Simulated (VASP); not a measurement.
CdSe: relaxation of cell and atoms with LDA

Crystal: CdSe.

```
CELL_PARAMETERS angstrom
0.00000 3.07027 3.07027
3.07027 0.00000 3.07027
3.07027 3.07027 0.00000
ATOMIC_POSITIONS crystal
Cd 0.00000 0.00000 0.00000
Se 0.25000 0.25000 0.25000
```

| Item | Value |
| --- | --- |
| Program | VASP 6.6.1 |
| Task | relaxation of cell and atoms |
| Functional | LDA |
| Potentials or basis | VASP PAW LDA potentials, release 64 (Cd, Se) |
| Cutoff | 600 eV |
| k mesh | 8 × 8 × 8 |
| Occupations | fermi-dirac, width 0.05 eV |
| Spin | no spin polarisation |
| Dipole correction | no |
| Further INCAR settings | ALGO = Normal; EDIFF = 1e-07; IBRION = 2; EDIFFG = -0.01; NSW = 60; ISIF = 3 |

```
Relaxed volume                        : 27.31 Å³/atom
Relaxed cell                          : a = 4.259 Å, b = 4.259 Å, c = 4.259 Å, α = 60.00°, β = 60.00°, γ = 60.00°
Space group after relaxing (to 0.1 Å) : F-43m (No. 216)
Energy gained by relaxing             : 15.8 meV/atom
Ionic steps                           : 3
Pressure after relaxing               : 0.0 GPa
Band gap on the k mesh                : 0.42 eV
```

The path:
| step | energy change (eV) | largest force (eV/Å) | pressure (GPa) | volume (Å³) |
| --- | --- | --- | --- | --- |
| 1 | 0.0000 | 0.0000 | -2.93 | 57.88 |
| 2 | -0.0277 | 0.0000 | 1.20 | 53.56 |
| 3 | -0.0316 | 0.0000 | 0.00 | 54.62 |

Final structure:
```cif
data_structure
_symmetry_space_group_name_H-M 'P 1'
_symmetry_Int_Tables_number 1
_cell_length_a 4.2588
_cell_length_b 4.2588
_cell_length_c 4.2588
_cell_angle_alpha 60.000
_cell_angle_beta 60.000
_cell_angle_gamma 60.000
_cell_volume 54.62
loop_
_atom_site_label
_atom_site_type_symbol
_atom_site_fract_x
_atom_site_fract_y
_atom_site_fract_z
_atom_site_occupancy
Cd1 Cd 0.00000 0.00000 0.00000 1
Se1 Se 0.25000 0.25000 0.25000 1
```

Levels at points of the mesh, in eV from the valence-band top:
| k point | band 5 | band 6 | band 7 | band 8 | band 9 | band 10 | band 11 | band 12 | band 13 |
| --- | --- | --- | --- | --- | --- | --- | --- | --- | --- |
| (0.00, 0.00, 0.00) | -7.65 | -7.65 | 0.00 | 0.00 | 0.00 | 0.42 | 5.80 | 5.80 | 5.80 |
| (0.50, 0.00, 0.00) | -7.62 | -7.33 | -4.66 | -0.81 | -0.81 | 2.23 | 6.32 | 6.32 | 7.28 |
| (0.50, 0.50, 0.00) | -7.58 | -7.27 | -4.30 | -1.99 | -1.99 | 2.88 | 3.64 | 9.02 | 10.20 |

Wall time 89 s on 1 thread of Intel Xeon 8259CL (shared host), peak memory 0.2 GiB.

Caveat: semilocal functionals underestimate gaps, and a narrow one can read as zero.
